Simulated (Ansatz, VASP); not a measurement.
# InSe2: VASP beside Ansatz

Contents of INCAR:

```
PREC = Accurate
ENCUT = 520
EDIFF = 1E-7
ISMEAR = 1
SIGMA = 0.3
LREAL = False
LASPH = True
NELM = 100
ALGO = Normal
ISIF = 2
LWAVE = False
LCHARG = True
GGA = PE
LELF = True
LVHAR = True
NBANDS = 34
```

Contents of KPOINTS:

```
Automatic mesh
0
Gamma
  10 10 4
```

File POSCAR:

```
InSe2
1.0
    3.8948930000      0.0000000000      0.0000000000
    0.0000000000      3.8948930000      0.0000000000
    0.0000000000      0.0000000000      9.6262310000
In Se
2 4
Direct
    0.0000000000      0.5000000000      0.7064680000
    0.5000000000      0.0000000000      0.2935320000
    0.0000000000      0.5000000000      0.3662120000
    0.5000000000      0.0000000000      0.6337880000
    0.0000000000      0.0000000000      0.0000000000
    0.5000000000      0.5000000000      0.0000000000
```

Input for Ansatz:

```yaml
crystal:
  lattice:
    - [3.894893, 0.0, 0.0]
    - [0.0, 3.894893, 0.0]
    - [0.0, 0.0, 9.626231]
  atoms:
    - { symbol: In, position: [0.0, 0.5, 0.706468] }
    - { symbol: In, position: [0.5, 0.0, 0.293532] }
    - { symbol: Se, position: [0.0, 0.5, 0.366212] }
    - { symbol: Se, position: [0.5, 0.0, 0.633788] }
    - { symbol: Se, position: [0.0, 0.0, 0.0] }
    - { symbol: Se, position: [0.5, 0.5, 0.0] }
basis:
  ecutwfc: 420
kpoints:
  mp_grid: { grid: [10, 10, 4] }
hamiltonian:
  xc: pbe
scf:
  occupations: { method: cold, width: 0.3 }
output:
  forces: true
  stress: true
  eigenvalues: true
```

Alike in both runs: task single point; functional PBE; k mesh 10 × 10 × 4; no spin polarisation.

|  | VASP | Ansatz |
| --- | --- | --- |
| version | VASP 6.6.1 | Ansatz 0.2.0 |
| potentials or method | VASP PAW PBE potentials, release 64 (In_d, Se), cutoff 520 eV | scalar-relativistic, plane waves, PAW |
| occupations | methfessel-paxton of order 1, width 0.3 eV | cold, width 0.3 eV |
| valence electrons in the cell | 50 | 90 |

|  | VASP | Ansatz | Ansatz less VASP |
| --- | --- | --- | --- |
| gap on the k mesh at the Fermi level (eV) | none | none | - |
| pressure (GPa) | -0.1 | -0.1 | -0.04 |
| traceless stress, the component that is largest in VASP (GPa) | 0.60 | 0.71 | +0.111 |
| rms of the force components (eV/Å) | 0.021 | 0.024 | +0.0025 |

Atom by atom the forces differ by 0.003 eV/Å (rms over components). A gap of «none» marks a metal or a gap that the smearing closes. VASP's potentials hold 50 valence electrons a cell and Ansatz's 90, so a difference there can come from the potentials and not from the codes.
